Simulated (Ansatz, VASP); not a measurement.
## ScHO2: VASP beside Ansatz

```
Sc H O
1.0
     1.70658    0.98529    4.06568
    -1.70658    0.98529    4.06568
     0.00000   -1.97059    4.06568
Sc H O
1 1 2
Direct
  0.00000 0.00000 0.00000
  0.50000 0.50000 0.50000
  0.58970 0.58970 0.58970
  0.41030 0.41030 0.41030
```

Alike in both runs: task single point; functional LDA; k mesh 9 × 9 × 9; occupations gaussian, width 0.05 eV; no spin polarisation.

|  | VASP | Ansatz |
| --- | --- | --- |
| version | VASP 6.6.1 | Ansatz 0.2.0 |
| potentials or method | VASP PAW LDA potentials, release 64 (Sc_sv, H, O), cutoff 520 eV | scalar-relativistic, plane waves, PAW |
| valence electrons in the cell | 24 | 24 |

```tsv
	VASP	Ansatz	Ansatz less VASP
gap on the k mesh at the Fermi level (eV)	2.85	2.87	+0.019
least direct gap on the mesh (eV)	2.91	2.93	+0.019
pressure (GPa)	-2.5	-3.3	-0.83
traceless stress, the component that is largest in VASP (GPa)	38.31	38.24	-0.076
rms of the force components (eV/Å)	1.589	1.590	+0.0011
```

LDA's correlation is that of Perdew and Zunger in VASP and of Perdew and Wang (1992) in Ansatz. Atom by atom the forces differ by 0.001 eV/Å (rms over components).
